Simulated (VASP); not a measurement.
ZnSn2N2:

```xyz
10
Lattice="-3.0000 5.1500 2.8000 3.0000 -5.1500 2.8000 3.0000 5.1500 -2.8000" Properties=species:S:1:pos:R:3 pbc="T T T"
Zn    0.0000    0.0000    1.4000
Zn    0.0000    0.0000    4.2000
Sn    1.9800    1.7510    2.8000
Sn    4.0200    1.7510    0.0000
Sn   -1.0200    3.3990    2.8000
Sn    1.0200    3.3990    0.0000
N     1.0200   -1.0300    2.8000
N     1.9800    4.1200    2.8000
N     1.0200    1.0300    0.0000
N     1.9800    6.1800    0.0000
```

```yaml
Program: VASP 6.6.1
Task: relaxation of cell and atoms
Functional: PBE
Potentials_or_basis: VASP PAW PBE potentials, release 64 (Zn, Sn_d, N)
Cutoff: 600 eV
k_mesh: 3 × 3 × 3
Occupations: gaussian, width 0.15 eV
Spin: no spin polarisation
```

At the start: pressure -0.2 GPa; volume 17.30 Å³/atom.

Task: Where does the relaxation end?

Result: Over 32 steps the energy falls by 466.4 meV/atom and the volume is 17.62 Å³/atom (+1.8 %); space group Ibam (No. 72, to 0.1 Å) before and after.

The path:
```tsv
step	energy change (eV)	largest force (eV/Å)	pressure (GPa)	volume (Å³)
1	0.0000	1.6456	-0.21	173.04
2	-0.5996	0.9124	-0.33	172.39
3	-0.7226	0.7847	0.89	171.78
4	-0.7302	0.6676	0.52	171.92
5	-0.8623	0.5556	-1.08	173.37
6	-1.0315	0.3868	-4.98	177.42
7	-1.0820	0.3913	-4.84	176.52
8	-1.2275	0.4162	-4.39	173.83
9	-1.4760	0.4565	-3.15	168.47
10	-1.5639	0.5347	2.04	157.90
11	-1.6189	0.4388	-1.34	163.40
12	-1.6345	0.3533	-0.02	160.85
13	-1.7505	0.5164	1.53	158.80
14	-1.8079	0.8498	4.16	156.14
15	-2.0110	0.9208	3.18	158.17
16	-2.3116	1.0649	1.10	163.92
17	-2.5827	0.9188	-1.09	167.13
18	-2.8311	1.3660	-4.09	173.38
19	-3.0668	1.3195	-3.10	172.03
20	-3.5391	1.2310	0.73	167.91
21	-2.8244	2.4697	13.09	159.48
22	-3.6196	1.2332	2.44	166.38
23	-4.0173	0.9025	1.97	168.04
24	-4.2430	0.9627	2.26	170.41
25	-4.4068	0.7245	-0.05	175.53
26	-4.4652	0.5357	-2.08	180.90
27	-4.5914	0.3686	-0.93	178.72
28	-4.6064	0.4938	-0.32	177.70
29	-4.6489	0.2638	0.15	176.22
30	-4.6590	0.1230	0.60	175.04
31	-4.6636	0.0501	-0.37	176.53
32	-4.6640	0.0539	-0.14	176.19
```

Final structure:
```
CELL_PARAMETERS angstrom
-3.15913 4.76699 2.92493
3.15913 -4.76699 2.92493
3.15913 4.76699 -2.92493
ATOMIC_POSITIONS crystal
Zn 0.25000 0.25000 0.00000
Zn 0.75000 0.75000 0.00000
Sn 0.66115 0.05375 0.71490
Sn 0.16115 0.44625 0.60740
Sn 0.83885 0.55375 0.39260
Sn 0.33885 0.94625 0.28510
N 0.36286 0.61297 0.97582
N 0.86286 0.88703 0.74989
N 0.13714 0.11297 0.25011
N 0.63714 0.38703 0.02418
```

Caveat: the k points lie up to 0.42 Å⁻¹ apart in the final cell, too coarse for converged energies and pressures of a metal; the relaxation stopped at a loose force limit of 0.08 eV/Å, so its end isn't a converged minimum.
